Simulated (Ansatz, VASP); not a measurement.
**Two plane-wave programs on CuPd**

```
Cu Pd
1.0
     2.92957    0.00000    0.00000
     0.00000    2.92957    0.00000
     0.00000    0.00000    2.92957
Cu Pd
1 1
Direct
  0.00000 0.00000 0.00000
  0.50000 0.50000 0.50000
```

Alike in both runs: functional LDA; k mesh 14 × 14 × 14; occupations gaussian, width 0.1 eV; no spin polarisation.

Ansatz relaxed the structure, and its values are those at the end. VASP's run is a single point on that final structure, the one shown.

|  | VASP | Ansatz |
| --- | --- | --- |
| version | VASP 6.6.1 | Ansatz 0.2.0 |
| potentials or method | VASP PAW LDA potentials, release 64 (Cu, Pd), cutoff 520 eV | scalar-relativistic, plane waves, PAW |
| valence electrons in the cell | 21 | 37 |

Ansatz gave:

| Quantity | Value |
| --- | --- |
| gap on the k mesh at the Fermi level (eV) | none |
| pressure (GPa) | 0.0 |

**Question.** Which values does VASP return?

**Answer.** gap on the k mesh at the Fermi level (eV): none; pressure (GPa): 0.6.

LDA's correlation is that of Perdew and Zunger in VASP and of Perdew and Wang (1992) in Ansatz. A gap of «none» marks a metal or a gap that the smearing closes. VASP's potentials hold 21 valence electrons a cell and Ansatz's 37, so a difference there can come from the potentials and not from the codes.
